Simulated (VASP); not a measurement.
## Ga: single point with BLYP

Ga:

```
Ga
1.0
     3.20384    0.00000    0.00000
    -1.60192    2.77461    0.00000
     0.00000    0.00000    4.94410
Ga
2
Cartesian
  0.0000 1.8497 1.2360
  1.6019 0.9249 3.7081
```

```yaml
Program: VASP 6.6.1
Task: single point
Functional: BLYP
Potentials_or_basis: VASP PAW PBE potentials, release 64 (Ga_d)
Cutoff: 520 eV
k_mesh: 12 × 12 × 7
Occupations: fermi-dirac, width 0.1 eV
Spin: no spin polarisation
Dipole_correction: no
Further_INCAR_settings: ALGO = Normal; EDIFF = 1e-07; NBANDS = 20
```

* Pressure: 0.0 GPa
* Band gap on the k mesh: zero (band 13 reaches 7.79 eV, above the bottom of band 14 at 2.57 eV)

Levels at points of the mesh, in eV from the Fermi level:
```csv
k point,band 11,band 12,band 13,band 14,band 15,band 16
"(0.00, 0.00, 0.00)",-9.96,-4.35,-2.93,7.56,7.56,9.51
"(0.50, 0.00, 0.00)",-5.64,-4.48,0.10,0.99,1.14,3.32
```

It took 22 s on 1 thread of Intel(R) Xeon(R) 6975P-C (Granite Rapids), with other jobs on the host, peak memory 0.18 GiB.

Caveat: the PAW data sets were made with another functional, which shifts forces and pressure a little.
